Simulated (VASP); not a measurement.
# TiCo (Pm-3m) in VASP: further runs

The runs below take TiCo through single point, with r2SCAN.

Program: VASP 6.6.1. These are calculated values, not measurements. Logs are shortened: lines on timing, memory, paths and dates and some standing lists are left out, and cuts for length are marked.

**1. The cell of the first run**

Symmetry: Pm-3m, No. 221, cubic system. The conventional cell has a = 2.987 Å, b = 2.987 Å, c = 2.987 Å, α = 90.00°, β = 90.00°, γ = 90.00°. Ti (site symmetry m-3m) has 8 Co at 2.59 Å and 6 Ti at 2.99 Å within 3.4 Å. Within 3.4 Å of Co (site symmetry m-3m) lie 8 Ti at 2.59 Å and 6 Co at 2.99 Å.

**2. Single point, r2SCAN, collinear spin, ferromagnetic start**

POSCAR

```
TiCo
1.0
    2.9874421850      0.0000000000      0.0000000000
    0.0000000000      2.9874421850      0.0000000000
    0.0000000000      0.0000000000      2.9874421850
Ti Co
1 1
Direct
    0.0000000000      0.0000000000      0.0000000000
    0.5000000000      0.5000000000      0.5000000000
```

INCAR.step1

```
  PREC = Accurate
  ENCUT = 520
  ISMEAR = -5
  SIGMA = 0.05
  LREAL = F
  LASPH = T
  NELM = 150
  ISPIN = 2
  MAGMOM = 0 1.54
  LMAXMIX = 4
  GGA = PE
  ALGO = Normal
  EDIFF = 1E-4
  LWAVE = T
  LCHARG = F
```

INCAR.step2

```
  PREC = Accurate
  ENCUT = 520
  EDIFF = 1E-6
  ISMEAR = 0
  SIGMA = 0.05
  LREAL = F
  LASPH = T
  NELM = 150
  ALGO = Normal
  ISIF = 2
  LWAVE = F
  LCHARG = F
  ISPIN = 2
  MAGMOM = 0 1.54
  LORBIT = 11
  LMAXMIX = 4
  METAGGA = R2SCAN
  LMIXTAU = T
  ISTART = 1
```

KPOINTS

```
regular mesh
0
Gamma
  16 16 16
```

Potentials or basis: VASP PAW PBE potentials, release 64 (Ti_sv, Co).

On the command line:

```
> cat potpaw_PBE.64/Ti_sv/POTCAR potpaw_PBE.64/Co/POTCAR > POTCAR
> cp INCAR.step1 INCAR
> mpirun -np 1 vasp_std > vasp.out
> cp INCAR.step2 INCAR
> mpirun -np 1 vasp_std > vasp.out
```

OUTCAR:

```text
PREC = Accurate
   ENCUT = 520
   EDIFF = 1E-6
   ISMEAR = 0
   LREAL = F
   LASPH = T
   NELM = 150
   ISIF = 2
   ISPIN = 2
   LORBIT = 11
   METAGGA = R2SCAN
   ISTART = 1

 ion  position               nearest neighbor table
   1  0.000  0.000  0.000-   2 2.59   2 2.59   2 2.59   2 2.59   2 2.59   2 2.59   2 2.59   2 2.59

   2  0.500  0.500  0.500-   1 2.59   1 2.59   1 2.59   1 2.59   1 2.59   1 2.59   1 2.59   1 2.59

  LATTYP: Found a simple cubic cell.
 ALAT       =     2.9874421850

  Lattice vectors:

 A1 = (   2.9874421850,   0.0000000000,   0.0000000000)
 A2 = (   0.0000000000,   2.9874421850,   0.0000000000)
 A3 = (   0.0000000000,   0.0000000000,   2.9874421850)

Analysis of symmetry for initial positions (statically):
=====================================================================
 Subroutine PRICEL returns:
 Original cell was already a primitive cell.

 Routine SETGRP: Setting up the symmetry group for a
 simple cubic supercell.

 Subroutine GETGRP returns: Found 48 space group operations
 (whereof 48 operations were pure point group operations)
 out of a pool of 48 trial point group operations.

The static configuration has the point symmetry O_h .

Analysis of symmetry for dynamics (positions and initial velocities):
=====================================================================
 Subroutine PRICEL returns:
 Original cell was already a primitive cell.

 Routine SETGRP: Setting up the symmetry group for a
 simple cubic supercell.

 Subroutine GETGRP returns: Found 48 space group operations
 (whereof 48 operations were pure point group operations)
 out of a pool of 48 trial point group operations.

The dynamic configuration has the point symmetry O_h .

Analysis of structural, dynamic, and magnetic symmetry:
=====================================================================
 Subroutine PRICEL returns:
 Original cell was already a primitive cell.

 Routine SETGRP: Setting up the symmetry group for a
 simple cubic supercell.

 Subroutine GETGRP returns: Found 48 space group operations
 (whereof 48 operations were pure point group operations)
 out of a pool of 48 trial point group operations.

The overall configuration has the point symmetry O_h .

 Subroutine INISYM returns: Found 48 space group operations
 (whereof 48 operations are pure point group operations),
 and found     1 'primitive' translations

----------------------------------------------------------------------------------------

                                     Primitive cell

  volume of cell :      26.6624

  direct lattice vectors                    reciprocal lattice vectors
     2.987442185  0.000000000  0.000000000     0.334734511  0.000000000  0.000000000
     0.000000000  2.987442185  0.000000000     0.000000000  0.334734511  0.000000000
     0.000000000  0.000000000  2.987442185     0.000000000  0.000000000  0.334734511

  length of vectors
     2.987442185  2.987442185  2.987442185     0.334734511  0.334734511  0.334734511

  position of ions in fractional coordinates (direct lattice)
     0.000000000  0.000000000  0.000000000
     0.500000000  0.500000000  0.500000000

  ion indices of the primitive-cell ions
   primitive index   ion index
                 1           1
                 2           2

----------------------------------------------------------------------------------------

 KPOINTS: regular mesh

Automatic generation of k-mesh.
 Grid dimensions read from file:
 generate k-points for:   16   16   16

 Generating k-lattice:

  Cartesian coordinates                     Fractional coordinates (reciprocal lattice)
     0.020920907  0.000000000  0.000000000     0.062500000  0.000000000  0.000000000
     0.000000000  0.020920907  0.000000000     0.000000000  0.062500000  0.000000000
     0.000000000  0.000000000  0.020920907     0.000000000  0.000000000  0.062500000

  Length of vectors
     0.020920907  0.020920907  0.020920907

  Shift w.r.t. Gamma in fractional coordinates (k-lattice)
     0.000000000  0.000000000  0.000000000

 Subroutine IBZKPT returns following result:
 ===========================================

 Found    165 irreducible k-points:

 Following reciprocal coordinates:
            Coordinates               Weight
  0.000000  0.000000  0.000000      1.000000
  0.062500  0.000000  0.000000      6.000000
  0.125000  0.000000  0.000000      6.000000
  0.187500  0.000000  0.000000      6.000000
  0.250000  0.000000  0.000000      6.000000
  0.312500  0.000000  0.000000      6.000000
[... 16 lines left out ...]
  0.437500  0.125000  0.000000     24.000000
  0.500000  0.125000  0.000000     12.000000
 [... further k-points ...]
   k-points           NKPTS =    165   k-points in BZ     NKDIM =    165   number of bands    NBANDS=     15
   number of dos      NEDOS =    301   number of ions     NIONS =      2
   total plane-waves  NPLWV =  13824
   dimension x,y,z NGX =    24 NGY =   24 NGZ =   24
[... 32 lines left out ...]
   IMIX   =      4    mixing-type and parameters
     AMIX     =   0.40;   BMIX     =  1.00
     AMIX_MAG =   1.60;   BMIX_MAG =  1.00
  volume/ion in A,a.u.               =      13.33        89.96
  Fermi-wavevector in a.u.,A,eV,Ry     =   1.511872  2.857024 31.099620  2.285758
  Thomas-Fermi vector in A             =   2.621872
   LORBIT       =     11    0 simple, 1 ext, 2 COOP (PROOUT), +10 PAW based schemes
   METAGGA = R2SCAN    functional components
   LHFCALC =     F    Hartree Fock is set to
   AEXX    =    0.0000 exact exchange contribution
   IVDW    =     0    specifies the selected vdW correction
   LEPSILON=     F    determine dielectric tensor
   LRPA    =     F    only Hartree local field effects (RPA)
 spin polarized calculation
 Gauss-broadening in eV      SIGMA  =   0.05
  energy-cutoff  :      520.00
  volume of cell :       26.66
 maximum number of plane-waves:       739
 NGX is ok and might be reduce to    24

 number of electron      20.9999984 magnetization       0.8839261

 Free energy of the ion-electron system (eV)
  ---------------------------------------------------
  ext. energy  EPLUGINS =         0.00000000
  ---------------------------------------------------
  free energy    TOTEN  =       -27.02368155 eV

  energy without entropy =      -27.02179066  energy(sigma->0) =      -27.02273610

 E-fermi :   9.9238     XC(G=0): -13.6329

 val. band max:        9.9237488197   @ k =   0.3750   0.0625   0.0625
 cond. band min:       9.9258926688   @ k =   0.3125   0.3125   0.1250
 fundamental gap:      0.0021438491
 Fermi energy:         9.9237939386

 spin component 1

 k-point     1 :       0.0000    0.0000    0.0000
  band No.  band energies     occupation
      1     -49.4479      1.00000
      2     -24.5016      1.00000
      3     -24.5016      1.00000
      4     -24.5016      1.00000
      5       1.9596      1.00000
      6       5.1727      1.00000
      7       5.1728      1.00000
      8       7.5293      1.00000
      9       7.5294      1.00000
     10       7.5294      1.00000
     11      10.4456      0.00000
     12      10.4456      0.00000
     13      12.7772      0.00000
     14      12.7772      0.00000
[... 403 lines left out ...]
      4     -24.4745      1.00000
      5       5.2230      1.00000
      6       6.0657      1.00000
      7       6.1572      1.00000
      8       7.2779      1.00000
      9       7.5686      1.00000
     10       7.6102      1.00000
     11       8.5515      1.00000
     12       9.9056      0.69669
     13      10.8893      0.00000
     14      11.0523      0.00000
     15      12.4118      0.00000

 [... further k-points ...]

 spin component 2

 k-point     1 :       0.0000    0.0000    0.0000
  band No.  band energies     occupation
      1     -49.7461      1.00000
      2     -24.7887      1.00000
      3     -24.7887      1.00000
      4     -24.7887      1.00000
      5       1.5209      1.00000
      6       6.4600      1.00000
      7       6.4604      1.00000
      8       8.4462      1.00000
      9       8.4465      1.00000
     10       8.4465      1.00000
     11      11.4541      0.00000
     12      11.4543      0.00000
     13      12.7591      0.00000
     14      12.7591      0.00000
[... 403 lines left out ...]
      4     -24.7605      1.00000
      5       5.6280      1.00000
      6       5.7816      1.00000
      7       8.1133      1.00000
      8       8.1835      1.00000
      9       8.5217      1.00000
     10       8.5509      1.00000
     11       9.5105      1.00000
     12      10.7023      0.00000
     13      11.0113      0.00000
     14      11.4857      0.00000
     15      12.3119      0.00000

 [... further k-points ...]
[... 5 lines left out ...]
  --------------------------------------------------------------------------------------
  -------------------------------------------------------------------------------------
  Total        0.0401756      0.0401756      0.0401756     -0.0000000      0.0000000     -0.0000000
  in kB        2.4142060      2.4142060      2.4142060     -0.0000000      0.0000000     -0.0000000
  external PRESSURE =       2.4142060 kB  Pullay stress =       0.0000000 kB

 VOLUME and BASIS-vectors are now :
 -----------------------------------------------------------------------------
  energy-cutoff  :      520.00
  volume of cell :       26.66
      direct lattice vectors                 reciprocal lattice vectors
     2.987442185  0.000000000  0.000000000     0.334734511  0.000000000  0.000000000
     0.000000000  2.987442185  0.000000000     0.000000000  0.334734511  0.000000000
     0.000000000  0.000000000  2.987442185     0.000000000  0.000000000  0.334734511

 POSITION                                       TOTAL-FORCE (eV/Angst)
 -----------------------------------------------------------------------------------
      0.00000      0.00000      0.00000         0.000000      0.000000      0.000000
      1.49372      1.49372      1.49372         0.000000      0.000000      0.000000
 -----------------------------------------------------------------------------------
    total drift:                                0.000000      0.000000     -0.000000

  FREE ENERGIE OF THE ION-ELECTRON SYSTEM (eV)
  ---------------------------------------------------
  free  energy   TOTEN  =       -27.0236815468 eV

  energy  without entropy=      -27.0217906597  energy(sigma->0) =      -27.02273610

 total charge

# of ion       s       p       d       tot
------------------------------------------
    1        2.243   6.197   1.803  10.244
    2        0.557   0.525   7.239   8.321
--------------------------------------------------
tot          2.800   6.722   9.042  18.564

 magnetization (x)

# of ion       s       p       d       tot
------------------------------------------
    1       -0.008  -0.039  -0.235  -0.282
    2        0.042  -0.031   1.357   1.368
--------------------------------------------------
tot          0.034  -0.070   1.122   1.086
```

It took 5.1 min on 1 thread of Intel Xeon Platinum 8259CL at 2.50GHz (Skylake/Cascade Lake), shared host; peak memory 0.24 GiB.

Results:

```yaml
Free_energy: -27.0237 eV
Pressure: 0.2 GPa
Net_moment: 0.88 μB per cell
Site_moments: Ti -0.28; Co +1.37 μB
Valence_electrons_inside_the_program's_atomic_spheres: Ti 10.24; Co 8.32
```

Caveat: the PAW data sets were made with another functional, which shifts forces and pressure a little.

**3. Single point, r2SCAN, collinear spin, ferromagnetic start (volume scaled by 1.020)**

POSCAR

```
TiCo
1.0
    3.0072271853      0.0000000000      0.0000000000
    0.0000000000      3.0072271853      0.0000000000
    0.0000000000      0.0000000000      3.0072271853
Ti Co
1 1
Direct
    0.0000000000      0.0000000000      0.0000000000
    0.5000000000      0.5000000000      0.5000000000
```

INCAR.step1

```
SYSTEM = TiCo
PREC = Accurate
ENCUT = 520
ISMEAR = 0
SIGMA = 0.05
LREAL = .FALSE.
LASPH = .TRUE.
NELM = 150
ISPIN = 2
MAGMOM = 0 1.54
LMAXMIX = 4
NBANDS = 22
GGA = PE
ALGO = Normal
EDIFF = 1E-4
LWAVE = .TRUE.
LCHARG = .FALSE.
```

INCAR.step2

```
SYSTEM = TiCo
PREC = Accurate
ENCUT = 520
EDIFF = 1E-6
ISMEAR = 0
SIGMA = 0.05
LREAL = .FALSE.
LASPH = .TRUE.
NELM = 150
ALGO = Normal
ISIF = 2
LWAVE = .FALSE.
LCHARG = .FALSE.
ISPIN = 2
MAGMOM = 0 1.54
LORBIT = 11
LMAXMIX = 4
METAGGA = R2SCAN
LMIXTAU = .TRUE.
NBANDS = 22
ISTART = 1
```

KPOINTS

```
Automatic mesh
0
G
  16 16 16
  0 0 0
```

Potentials or basis: VASP PAW PBE potentials, release 64 (Ti_sv, Co).

On the command line:

```
> cat potpaw_PBE.64/Ti_sv/POTCAR potpaw_PBE.64/Co/POTCAR > POTCAR
> cp INCAR.step1 INCAR
> mpirun -np 1 vasp_std > vasp.out
> cp INCAR.step2 INCAR
> mpirun -np 1 vasp_std > vasp.out
```

It took 5.4 min on 1 thread of AMD EPYC 9R45 (Zen 5), shared host; peak memory 0.24 GiB.

It converged, with:

* Free energy: -27.0196 eV
* Pressure: -2.7 GPa
* Net moment: 0.89 μB per cell
* Site moments: Ti -0.31; Co +1.41 μB
* Valence electrons inside the program's atomic spheres: Ti 10.22; Co 8.29

Levels at points of the mesh, in eV from the Fermi level:
Spin up:
```
           k point  band 8  band 9  band 10  band 11  band 12  band 13  band 14  band 15
(0.00, 0.00, 0.00)   -2.38   -2.38    -2.38     0.52     0.52     2.80     2.80     2.80
(0.50, 0.00, 0.00)   -2.54   -2.54    -2.10    -1.31    -0.28     0.83     0.83     2.44
(0.50, 0.50, 0.00)   -3.15   -2.44    -1.33     0.59     0.59     1.25     2.47     2.47
(0.50, 0.50, 0.50)   -2.42   -2.42    -2.04    -2.04    -2.04     3.59     3.59     6.84
```
Spin down:
| k point | band 7 | band 8 | band 9 | band 10 | band 11 | band 12 | band 13 | band 14 |
| --- | --- | --- | --- | --- | --- | --- | --- | --- |
| (0.00, 0.00, 0.00) | -3.35 | -1.44 | -1.44 | -1.44 | 1.53 | 1.53 | 2.75 | 2.75 |
| (0.50, 0.00, 0.00) | -1.55 | -1.55 | -1.13 | -1.02 | -0.92 | 0.64 | 0.64 | 1.43 |
| (0.50, 0.50, 0.00) | -2.43 | -2.43 | 0.16 | 0.16 | 1.01 | 1.08 | 1.19 | 2.59 |
| (0.50, 0.50, 0.50) | -2.55 | -2.32 | -2.32 | -2.32 | 1.05 | 1.05 | 3.12 | 3.12 |

Caveat: the PAW data sets were made with another functional, which shifts forces and pressure a little.

**4. Single point, r2SCAN, collinear spin, ferromagnetic start (volume scaled by 0.960)**

POSCAR

```
TiCo
1.0
    2.9470664328      0.0000000000      0.0000000000
    0.0000000000      2.9470664328      0.0000000000
    0.0000000000      0.0000000000      2.9470664328
Ti Co
1 1
Direct
    0.0000000000      0.0000000000      0.0000000000
    0.5000000000      0.5000000000      0.5000000000
```

INCAR.step1

```
SYSTEM = TiCo
PREC     = Accurate       ! precision mode
ENCUT    = 520            ! plane-wave cutoff, eV
ISMEAR   = 0              ! smearing method
SIGMA    = 0.05           ! smearing width, eV
LREAL    = .False.        ! projectors in reciprocal space
LASPH    = .True.         ! aspherical terms in the spheres
NELM     = 150            ! most SCF steps
ISPIN    = 2              ! spin polarisation
MAGMOM   = 0 1.49         ! initial moments
LMAXMIX  = 4              ! l up to which the mixer works
NBANDS   = 22             ! bands
GGA      = PE             ! functional
ALGO     = Normal         ! electronic algorithm
EDIFF    = 1E-4           ! SCF threshold, eV
LWAVE    = .True.         ! write WAVECAR
LCHARG   = .False.        ! write CHGCAR
```

INCAR.step2

```
SYSTEM = TiCo
PREC     = Accurate       ! precision mode
ENCUT    = 520            ! plane-wave cutoff, eV
EDIFF    = 1E-7           ! SCF threshold, eV
ISMEAR   = 0              ! smearing method
SIGMA    = 0.05           ! smearing width, eV
LREAL    = .False.        ! projectors in reciprocal space
LASPH    = .True.         ! aspherical terms in the spheres
NELM     = 150            ! most SCF steps
ALGO     = Normal         ! electronic algorithm
ISIF     = 2              ! what is computed and relaxed
LWAVE    = .False.        ! write WAVECAR
LCHARG   = .False.        ! write CHGCAR
ISPIN    = 2              ! spin polarisation
MAGMOM   = 0 1.49         ! initial moments
LORBIT   = 11             ! projections on sites
LMAXMIX  = 4              ! l up to which the mixer works
METAGGA  = R2SCAN         ! meta-GGA
LMIXTAU  = .True.       
NBANDS   = 22             ! bands
ISTART   = 1
```

KPOINTS

```
Automatic mesh
0
Gamma
  16 16 16
  0 0 0
```

On the command line:

```
> cat potpaw_PBE.64/Ti_sv/POTCAR potpaw_PBE.64/Co/POTCAR > POTCAR
> cp INCAR.step1 INCAR
> mpirun -np 1 vasp_std > vasp.out
> cp INCAR.step2 INCAR
> mpirun -np 1 vasp_std > vasp.out
```

It took 5.9 min on 1 thread of AMD EPYC 9R45 (Zen 5), shared host; peak memory 0.24 GiB.

Results (log left out):

```yaml
Free_energy: -26.9987 eV
Pressure: 7.4 GPa
Net_moment: 0.89 μB per cell
Site_moments: Ti -0.22; Co +1.29 μB
Valence_electrons_inside_the_program's_atomic_spheres: Ti 10.30; Co 8.39
```

Levels at points of the mesh, in eV from the Fermi level:
Spin up:
| k point | band 8 | band 9 | band 10 | band 11 | band 12 | band 13 | band 14 | band 15 |
| --- | --- | --- | --- | --- | --- | --- | --- | --- |
| (0.00, 0.00, 0.00) | -2.41 | -2.41 | -2.41 | 0.53 | 0.53 | 2.99 | 2.99 | 2.99 |
| (0.50, 0.00, 0.00) | -2.56 | -2.56 | -2.08 | -1.13 | -0.47 | 0.83 | 0.83 | 2.58 |
| (0.50, 0.50, 0.00) | -3.27 | -2.33 | -1.25 | 0.68 | 0.68 | 1.30 | 2.67 | 2.67 |
| (0.50, 0.50, 0.50) | -2.31 | -2.31 | -2.24 | -2.24 | -2.24 | 3.77 | 3.77 | 7.40 |
Spin down:
```tsv
k point	band 7	band 8	band 9	band 10	band 11	band 12	band 13	band 14
(0.00, 0.00, 0.00)	-3.69	-1.55	-1.55	-1.55	1.56	1.56	3.02	3.02
(0.50, 0.00, 0.00)	-1.67	-1.67	-1.45	-1.10	-0.96	0.71	0.71	1.39
(0.50, 0.50, 0.00)	-2.62	-2.62	0.30	0.30	0.87	1.01	1.33	2.84
(0.50, 0.50, 0.50)	-2.70	-2.47	-2.47	-2.47	0.91	0.91	3.44	3.44
```

Caveat: the PAW data sets were made with another functional, which shifts forces and pressure a little.

**5. The runs side by side**

| cell | gap on the mesh (eV) | pressure (GPa) | moment (μB) |
| --- | --- | --- | --- |
| a = 2.987 Å, 2 atoms | none | 0.2 | 0.88 |
| a = 3.007 Å, 2 atoms | none | -2.7 | 0.89 |
| a = 2.947 Å, 2 atoms | none | 7.4 | 0.89 |

Alike in all rows: task single point; level r2SCAN; potentials or basis VASP PAW PBE potentials, release 64 (Ti_sv, Co); spin collinear, ferromagnetic start; k mesh 16 × 16 × 16; cutoff (eV) 520; smearing gaussian 0.05 eV.

Caveats: the PAW data sets were made with another functional, which shifts forces and pressure a little.

Absolute energies hang on the potentials; compare differences alone.
